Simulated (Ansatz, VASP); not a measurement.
# CdS in VASP and in Ansatz

Contents of INCAR:

```
PREC = Accurate ; ENCUT = 520
EDIFF = 1E-7 ; ISMEAR = -1
SIGMA = 0.1 ; LREAL = False
LASPH = True ; NELM = 60
ALGO = Normal ; ISIF = 2
LWAVE = False ; LCHARG = False
GGA = PE ; NBANDS = 16
```

Contents of KPOINTS:

```
Automatic mesh
0
Gamma
  13 13 13
```

File POSCAR:

```
CdS
1.0
    0.0000000000      2.6913334646      2.6913334646
    2.6913334646      0.0000000000      2.6913334646
    2.6913334646      2.6913334646      0.0000000000
Cd S
1 1
Direct
    0.0000000000      0.0000000000      0.0000000000
    0.5000000000      0.5000000000      0.5000000000
```

Input for Ansatz:

```yaml
crystal:
  lattice:
    - [0.0, 2.6913334646, 2.6913334646]
    - [2.6913334646, 0.0, 2.6913334646]
    - [2.6913334646, 2.6913334646, 0.0]
  atoms:
    - { symbol: Cd, position: [0.0, 0.0, 0.0] }
    - { symbol: S, position: [0.5, 0.5, 0.5] }
kpoints:
  mp_grid: { grid: [13, 13, 13] }
scf:
  occupations: { method: fermi_dirac, width: 0.1 }
hamiltonian:
  xc: pbe
  pseudopotentials: { kind: all_electron, lapw: { basis_error: 0.001 } }
output:
  forces: true
  stress: true
  eigenvalues: true
  populations: true
```

Change from the starting cell: volume scaled by 0.94, LAPW.

Alike in both runs: task single point; functional PBE; k mesh 13 × 13 × 13; occupations fermi-dirac, width 0.1 eV; no spin polarisation.

|  | VASP | Ansatz |
| --- | --- | --- |
| version | VASP 6.6.1 | Ansatz 0.2.0 |
| potentials or method | VASP PAW PBE potentials, release 64 (Cd, S), cutoff 520 eV | all-electron LAPW, scalar-relativistic |

```tsv
	VASP	Ansatz	Ansatz less VASP
pressure (GPa)	5.7	5.2	-0.51
```

Ansatz ran all-electron here, and VASP with PAW potentials.
